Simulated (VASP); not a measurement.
Wanted: the native input for a VASP 6.6.1 run.

| Quantity | Value |
| --- | --- |
| Task | single point |
| Functional | PBE |
| Dispersion | D3(BJ) |
| Potentials or basis | VASP PAW PBE potentials, release 64 (Si, O) |
| Cutoff | 520 eV |
| k mesh | 7 × 7 × 1 |
| Occupations | gaussian, width 0.05 eV |
| Spin | collinear spin, ferromagnetic start |
| Starting moments | [0.0, 0.0, 0.0, 0.0, 2.0] μB |
| Dipole correction | yes |
| Further INCAR settings | ALGO = Normal; EDIFF = 1e-06; NBANDS = 23 |

The structure of Si4O lies in POSCAR:

```
Si4O
1.0
    3.8333442603      0.0000000000      0.0000000000
    0.0000000000      3.8333442603      0.0000000000
    0.0000000000      0.0000000000     21.2034818054
Si O
4 1
Direct
    0.0000000000      0.5000000000      0.1886482624
    0.0000000000      0.0000000000      0.2525666261
    0.5000000000      0.0000000000      0.3191936744
    0.5000000000      0.5000000000      0.3821769405
    0.5000000000      0.5000000000      0.5000821046
```

One way to write it, as run:

INCAR

```
ALGO = Normal ; DIPOL = 0.5 0.5 0.329
EDIFF = 1E-6 ; ENCUT = 520
GGA = PE ; IDIPOL = 3
ISIF = 2 ; ISMEAR = 0
ISPIN = 2 ; IVDW = 12
LASPH = T ; LCHARG = F
LDIPOL = T ; LORBIT = 11
LREAL = F ; LWAVE = F
MAGMOM = 0 0 0 0 2 ; NBANDS = 23
NELM = 150 ; PREC = Accurate
SIGMA = 0.05
```

KPOINTS

```
k-points
0
Gamma
  7 7 1
```

Potentials or basis: VASP PAW PBE potentials, release 64 (Si, O).

The run is started by

```sh
$ cat potpaw_PBE.64/Si/POTCAR potpaw_PBE.64/O/POTCAR > POTCAR
$ mpirun -np 1 vasp_std > vasp.out
```

Results of the run:

```yaml
Largest_force: 2.792 eV/Å
Net_moment: 1.24 μB per cell
Site_moments: Si +0.01, -0.01, -0.00, -0.04; O +1.04 μB
Valence_electrons_inside_the_program's_atomic_spheres: Si 1.59, 1.67, 1.53 (each value once); O 4.60
Dispersion_energy_per_atom: -0.197 eV
```

Run time: 5.1 min on 1 thread of AMD EPYC 9R45 96-Core Processor (Zen 5) (shared host), peak memory 0.54 GiB.
